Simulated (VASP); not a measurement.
The system is NaH.

```xyz
2
Lattice="0.0000 2.4070 2.4070 2.4070 0.0000 2.4070 2.4070 2.4070 0.0000" Properties=species:S:1:pos:R:3 pbc="T T T"
Na    0.0000    0.0000    0.0000
H     2.4070    2.4070    2.4070
```

This cell differs from its parent crystal: volume scaled by 0.96.

Base run:

| Item | Value |
| --- | --- |
| Program | VASP 6.6.1 |
| Functional | PBEsol |
| Potentials or basis | VASP PAW PBE potentials, release 64 (Na_pv, H) |
| Cutoff | 520 eV |
| k mesh | 9 × 9 × 9 |
| Occupations | fermi-dirac, width 0.05 eV |
| Spin | no spin polarisation |

Its results: band gap on the k mesh 3.89 eV, indirect (least direct gap 4.63 eV); pressure -0.3 GPa.

Question: After a change of settings the same cell gave: band gap on the k mesh 4.70 eV, indirect (least direct gap 5.38 eV); pressure -0.5 GPa. Which change was it?
A. functional from PBEsol to LDA; potentials or basis from VASP PAW PBE potentials, release 64 (Na_pv, H) to VASP PAW LDA potentials, release 64 (Na_pv, H)
B. further incar settings from ALGO = Normal; EDIFF = 1e-07; NBANDS = 11 to ALGO = Normal; EDIFF = 1e-06; NBANDS = 11
C. functional from PBEsol to r2SCAN

Answer: C.

r2SCAN gives the wider gap, since meta-GGAs in the generalised Kohn-Sham scheme recover part of the derivative discontinuity.

Caveats: the PAW data sets were made with another functional, which shifts forces and pressure a little.
